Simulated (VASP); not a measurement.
# ScAl (Pm-3m) in VASP: single point with PBEsol

Aim: the single point of ScAl with PBEsol.

All numbers are computed with VASP 6.6.1; they aren't measurements. Logs are shortened: lines on timing, memory, paths and dates and some standing lists are left out, and cuts for length are marked.

## 1. The cell of the first run

It takes space group Pm-3m (No. 221, cubic). Conventional cell: a = 3.370 Å, b = 3.370 Å, c = 3.370 Å, α = 90.00°, β = 90.00°, γ = 90.00°. Sc (site symmetry m-3m) has 8 Al at 2.92 Å and 6 Sc at 3.37 Å within 3.8 Å. Al (site symmetry m-3m) has 8 Sc at 2.92 Å and 6 Al at 3.37 Å within 3.8 Å.

## 2. Single point, PBEsol

INCAR

```
SYSTEM = ScAl
PREC     = Accurate       ! precision mode
ENCUT    = 500            ! plane-wave cutoff, eV
EDIFF    = 1E-6           ! SCF threshold, eV
ISMEAR   = -1             ! smearing method
SIGMA    = 0.05           ! smearing width, eV
LREAL    = .False.        ! projectors in reciprocal space
LASPH    = .True.         ! aspherical terms in the spheres
NELM     = 120            ! most SCF steps
ALGO     = Normal         ! electronic algorithm
ISIF     = 2              ! what is computed and relaxed
LWAVE    = .False.        ! write WAVECAR
LCHARG   = .False.        ! write CHGCAR
GGA      = PS             ! functional
NBANDS   = 14             ! bands
GGA_COMPAT= .False.
```

KPOINTS

```
Automatic mesh
0
Gamma
  8 8 8
  0 0 0
```

POSCAR

```
ScAl
1.0
    3.3703500000      0.0000000000      0.0000000000
    0.0000000000      3.3703500000      0.0000000000
    0.0000000000      0.0000000000      3.3703500000
Sc Al
1 1
Direct
    0.5000000000      0.5000000000      0.5000000000
    0.0000000000      0.0000000000      0.0000000000
```

Potentials or basis: VASP PAW PBE potentials, release 64 (Sc_sv, Al).

Started as:

```sh
> cat potpaw_PBE.64/Sc_sv/POTCAR potpaw_PBE.64/Al/POTCAR > POTCAR
> mpirun -np 1 vasp_std > vasp.out
```

OUTCAR:

```text
SYSTEM = ScAl
   PREC = Accurate
   ENCUT = 500
   EDIFF = 1E-6
   ISMEAR = -1
   LREAL = .False.
   LASPH = .True.
   NELM = 120
   ISIF = 2
   GGA = PS

 ion  position               nearest neighbor table
   1  0.500  0.500  0.500-   2 2.92   2 2.92   2 2.92   2 2.92   2 2.92   2 2.92   2 2.92   2 2.92

   2  0.000  0.000  0.000-   1 2.92   1 2.92   1 2.92   1 2.92   1 2.92   1 2.92   1 2.92   1 2.92

  LATTYP: Found a simple cubic cell.
 ALAT       =     3.3703500000

  Lattice vectors:

 A1 = (   3.3703500000,   0.0000000000,   0.0000000000)
 A2 = (   0.0000000000,   3.3703500000,   0.0000000000)
 A3 = (   0.0000000000,   0.0000000000,   3.3703500000)

Analysis of symmetry for initial positions (statically):
=====================================================================
 Subroutine PRICEL returns:
 Original cell was already a primitive cell.

 Routine SETGRP: Setting up the symmetry group for a
 simple cubic supercell.

 Subroutine GETGRP returns: Found 48 space group operations
 (whereof 48 operations were pure point group operations)
 out of a pool of 48 trial point group operations.

The static configuration has the point symmetry O_h .

Analysis of symmetry for dynamics (positions and initial velocities):
=====================================================================
 Subroutine PRICEL returns:
 Original cell was already a primitive cell.

 Routine SETGRP: Setting up the symmetry group for a
 simple cubic supercell.

 Subroutine GETGRP returns: Found 48 space group operations
 (whereof 48 operations were pure point group operations)
 out of a pool of 48 trial point group operations.

The dynamic configuration has the point symmetry O_h .

 Subroutine INISYM returns: Found 48 space group operations
 (whereof 48 operations are pure point group operations),
 and found     1 'primitive' translations

----------------------------------------------------------------------------------------

                                     Primitive cell

  volume of cell :      38.2847

  direct lattice vectors                    reciprocal lattice vectors
     3.370350000  0.000000000  0.000000000     0.296705090  0.000000000  0.000000000
     0.000000000  3.370350000  0.000000000     0.000000000  0.296705090  0.000000000
     0.000000000  0.000000000  3.370350000     0.000000000  0.000000000  0.296705090

  length of vectors
     3.370350000  3.370350000  3.370350000     0.296705090  0.296705090  0.296705090

  position of ions in fractional coordinates (direct lattice)
     0.500000000  0.500000000  0.500000000
     0.000000000  0.000000000  0.000000000

  ion indices of the primitive-cell ions
   primitive index   ion index
                 1           1
                 2           2

----------------------------------------------------------------------------------------

 KPOINTS: Automatic mesh

Automatic generation of k-mesh.
 Grid dimensions read from file:
 generate k-points for:    8    8    8

 Generating k-lattice:

  Cartesian coordinates                     Fractional coordinates (reciprocal lattice)
     0.037088136  0.000000000  0.000000000     0.125000000  0.000000000  0.000000000
     0.000000000  0.037088136  0.000000000     0.000000000  0.125000000  0.000000000
     0.000000000  0.000000000  0.037088136     0.000000000  0.000000000  0.125000000

  Length of vectors
     0.037088136  0.037088136  0.037088136

  Shift w.r.t. Gamma in fractional coordinates (k-lattice)
     0.000000000  0.000000000  0.000000000

 Subroutine IBZKPT returns following result:
 ===========================================

 Found     35 irreducible k-points:

 Following reciprocal coordinates:
            Coordinates               Weight
  0.000000  0.000000  0.000000      1.000000
  0.125000  0.000000  0.000000      6.000000
  0.250000  0.000000  0.000000      6.000000
  0.375000  0.000000  0.000000      6.000000
  0.500000  0.000000  0.000000      3.000000
  0.125000  0.125000  0.000000     12.000000
[... 16 lines left out ...]
  0.375000  0.375000  0.125000     24.000000
  0.500000  0.375000  0.125000     24.000000
 [... further k-points ...]
   k-points           NKPTS =     35   k-points in BZ     NKDIM =     35   number of bands    NBANDS=     14
   number of dos      NEDOS =    301   number of ions     NIONS =      2
   total plane-waves  NPLWV =  21952
   dimension x,y,z NGX =    28 NGY =   28 NGZ =   28
   dimension x,y,z NGXF=    56 NGYF=   56 NGZF=   56
   ions per type =               1   1
   NGX,Y,Z   is equivalent  to a cutoff of  13.81, 13.81, 13.81 a.u.
   NGXF,Y,Z  is equivalent  to a cutoff of  27.62, 27.62, 27.62 a.u.
 SYSTEM =  ScAl
   PREC   = accura    normal or accurate (medium, high low for compatibility)
   ISTART =      0    job   : 0-new  1-cont  2-samecut
   ICHARG =      2    charge: 1-file 2-atom 10-const
   ISPIN  =      1    spin polarized calculation?
   LNONCOLLINEAR =      F non collinear calculations
   LSORBIT =      F    spin-orbit coupling
   LASPH  =      T    aspherical Exc in radial PAW
   ENCUT  =  500.0 eV  36.75 Ry    6.06 a.u.   6.14  6.14  6.14*2*pi/ulx,y,z
   NELM   =    120;   NELMIN=  2; NELMDL= -5     # of ELM steps
   EDIFF  = 0.1E-05   stopping-criterion for ELM
   LREAL  =      F    real-space projection
   EDIFFG = 0.1E-04   stopping-criterion for IOM
   NSW    =      0    number of steps for IOM
   IBRION =     -1    ionic relax: 0-MD 1-quasi-New 2-CG
   NFREE  =      0    steps in history (QN), initial steepest desc. (CG)
   ISIF   =      2    stress and relaxation
   ISYM   =      2    0-nonsym 1-usesym 2-fastsym
   POTIM  = 0.5000    time-step for ionic-motion
   TEBEG  =    0.0;   TEEND  =   0.0 temperature during run
   PSTRESS=    0.0 pullay stress
   NELECT =      14.0000    total number of electrons
   NUPDOWN=      -1.0000    fix difference up-down
   EMIN   =  10.00;   EMAX   =-10.00  energy-range for DOS
   EFERMI =   0.00;   METHOD = LEGACY
   ISMEAR =    -1;   SIGMA  =   0.05  broadening in eV -4-tet -1-fermi 0-gaus
   EFERMI_NEDOS =   21; number of points for ismear=-14 and -15
   IALGO  =     38    algorithm
   IMIX   =      4    mixing-type and parameters
     AMIX     =   0.40;   BMIX     =  1.00
     AMIX_MAG =   1.60;   BMIX_MAG =  1.00
  volume/ion in A,a.u.               =      19.14       129.18
  Fermi-wavevector in a.u.,A,eV,Ry     =   1.170692  2.212286 18.647041  1.370519
  Thomas-Fermi vector in A             =   2.307146
   LORBIT       =      0    0 simple, 1 ext, 2 COOP (PROOUT), +10 PAW based schemes
   GGA     = PS    functional components
   LHFCALC =     F    Hartree Fock is set to
   AEXX    =    0.0000 exact exchange contribution
   IVDW    =     0    specifies the selected vdW correction
   LEPSILON=     F    determine dielectric tensor
   LRPA    =     F    only Hartree local field effects (RPA)
 non-spin polarized calculation
  energy-cutoff  :      500.00
  volume of cell :       38.28
 maximum number of plane-waves:       992
 NGX is ok and might be reduce to    28
   NGX = 13   NGY = 13   NGZ = 13

 number of electron      14.0000002 magnetization

 Free energy of the ion-electron system (eV)
  ---------------------------------------------------
  ext. energy  EPLUGINS =         0.00000000
  ---------------------------------------------------
  free energy    TOTEN  =       -11.62005236 eV

  energy without entropy =      -11.61069883  energy(sigma->0) =      -11.61537560

 E-fermi :   5.9704     XC(G=0): -10.4071

 val. band max:        5.9662280298   @ k =   0.5000   0.1250   0.1250
 cond. band min:       5.9947129827   @ k =   0.5000   0.3750   0.1250
 fundamental gap:      0.0284849529
 Fermi energy:         5.9704488369

 k-point     1 :       0.0000    0.0000    0.0000
  band No.  band energies     occupation
      1     -43.2491      2.00000
      2     -21.9250      2.00000
      3     -21.9250      2.00000
      4     -21.9250      2.00000
      5      -2.4898      2.00000
      6       5.2991      2.00000
      7       5.2991      2.00000
      8       8.6847      0.00000
      9       8.6847      0.00000
     10       8.6847      0.00000
     11       9.7055      0.00000
     12       9.7055      0.00000
     13       9.7055      0.00000
     14      14.5918      0.00000

 k-point     2 :       0.1250    0.0000    0.0000
  band No.  band energies     occupation
      1     -43.2469      2.00000
      2     -21.9521      2.00000
      3     -21.9226      2.00000
      4     -21.9226      2.00000
      5      -2.2667      2.00000
      6       5.0517      2.00000
      7       5.4111      1.99997
      8       8.1012      0.00000
      9       8.1012      0.00000
     10       8.7172      0.00000
     11       9.1910      0.00000
     12      10.4402      0.00000
     13      10.4402      0.00000
     14      14.2073      0.00000

 k-point     3 :       0.2500    0.0000    0.0000
  band No.  band energies     occupation
      1     -43.2416      2.00000
      2     -22.0169      2.00000
      3     -21.9168      2.00000
      4     -21.9168      2.00000
      5      -1.6184      2.00000
      6       4.0565      2.00000
      7       5.7103      1.98905
      8       7.3895      0.00000
      9       7.3895      0.00000
     10       8.7974      0.00000
     11       8.9681      0.00000
     12      11.6351      0.00000
     13      11.6351      0.00000
     14      13.2975      0.00000
[... 324 lines left out ...]
 k-point    23 :       0.3750    0.3750    0.1250
  band No.  band energies     occupation
      1     -43.2217      2.00000
      2     -22.0570      2.00000
      3     -22.0541      2.00000
      4     -21.9219      2.00000
      5       0.8283      2.00000
      6       3.7557      2.00000
      7       4.1825      2.00000
      8       6.2985      0.00283
      9       7.3166      0.00000
     10       7.6699      0.00000
     11       9.7503      0.00000
     12      10.4045      0.00000
     13      11.6584      0.00000
     14      12.7574      0.00000

 k-point    24 :       0.5000    0.3750    0.1250
  band No.  band energies     occupation
      1     -43.2196      2.00000
      2     -22.0804      2.00000
      3     -22.0518      2.00000
      4     -21.9194      2.00000
      5       1.2271      2.00000
      6       3.3812      2.00000
      7       4.3746      2.00000
      8       5.9947      0.76201
      9       7.5125      0.00000
     10       7.6456      0.00000
     11       9.7178      0.00000
     12      10.3021      0.00000
     13      11.2926      0.00000
     14      12.7814      0.00000

 [... further k-points ...]

------------------------ aborting loop because EDIFF is reached ----------------------------------------

  FORCE on cell =-STRESS in cart. coord.  units (eV):
  Direction    XX          YY          ZZ          XY          YZ          ZX
  --------------------------------------------------------------------------------------
  -------------------------------------------------------------------------------------
  Total       -0.3963948     -0.3963948     -0.3963948      0.0000000      0.0000000      0.0000000
  in kB      -16.5887461    -16.5887461    -16.5887461      0.0000000      0.0000000      0.0000000
  external PRESSURE =     -16.5887461 kB  Pullay stress =       0.0000000 kB

 VOLUME and BASIS-vectors are now :
 -----------------------------------------------------------------------------
  energy-cutoff  :      500.00
  volume of cell :       38.28
      direct lattice vectors                 reciprocal lattice vectors
     3.370350000  0.000000000  0.000000000     0.296705090  0.000000000  0.000000000
     0.000000000  3.370350000  0.000000000     0.000000000  0.296705090  0.000000000
     0.000000000  0.000000000  3.370350000     0.000000000  0.000000000  0.296705090

 POSITION                                       TOTAL-FORCE (eV/Angst)
 -----------------------------------------------------------------------------------
      1.68518      1.68518      1.68518         0.000000      0.000000      0.000000
      0.00000      0.00000      0.00000         0.000000      0.000000      0.000000
 -----------------------------------------------------------------------------------
    total drift:                                0.000000      0.000000      0.000000

  FREE ENERGIE OF THE ION-ELECTRON SYSTEM (eV)
  ---------------------------------------------------
  free  energy   TOTEN  =       -11.6200523591 eV

  energy  without entropy=      -11.6106988311  energy(sigma->0) =      -11.61537560
```

It took 11 s on 1 thread of AMD EPYC 9R45 (Zen 5), shared host; peak memory 0.13 GiB.

What came out:

* Free energy: -11.6201 eV
* Pressure: -1.7 GPa
* Band gap on the k mesh: zero (bands 7 and 8 overlap by 1.18 eV)

Caveat: the PAW data sets were made with another functional, which shifts forces and pressure a little.
